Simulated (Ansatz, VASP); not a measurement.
## One calculation of Au, two programs

```xyz
1
Lattice="-1.5744 1.5744 1.7401 1.5744 -1.5744 1.7401 1.5744 1.5744 -1.7401" Properties=species:S:1:pos:R:3 pbc="T T T"
Au    0.0000    0.0000    0.0000
```

Change from the starting cell: strain -0.050 along x and y, +0.050 along z, atoms carried along.

Alike in both runs: task single point; functional r2SCAN; k mesh 20 × 20 × 20; occupations gaussian, width 0.15 eV; no spin polarisation.

```csv
,VASP,Ansatz
version,VASP 6.6.1,Ansatz 0.2.0
potentials or method,"VASP PAW PBE potentials, release 64 (Au), cutoff 520 eV","scalar-relativistic, plane waves, PAW"
valence electrons in the cell,11,19
```

Ansatz gave:

| Property | Result |
| --- | --- |
| gap on the k mesh at the Fermi level (eV) | none |
| pressure (GPa) | 3.1 |
| traceless stress, the component that is largest in VASP (GPa) | 0.56 |

**Question.** Estimate VASP's values.

**Answer.** gap on the k mesh at the Fermi level (eV): none; pressure (GPa): 3.4; traceless stress, the component that is largest in VASP (GPa): 0.59.

VASP's potentials were made for PBE, not for r2SCAN. A gap of «none» marks a metal or a gap that the smearing closes. VASP's potentials hold 11 valence electrons a cell and Ansatz's 19, so a difference there can come from the potentials and not from the codes.

Neither program's run includes spin-orbit coupling.
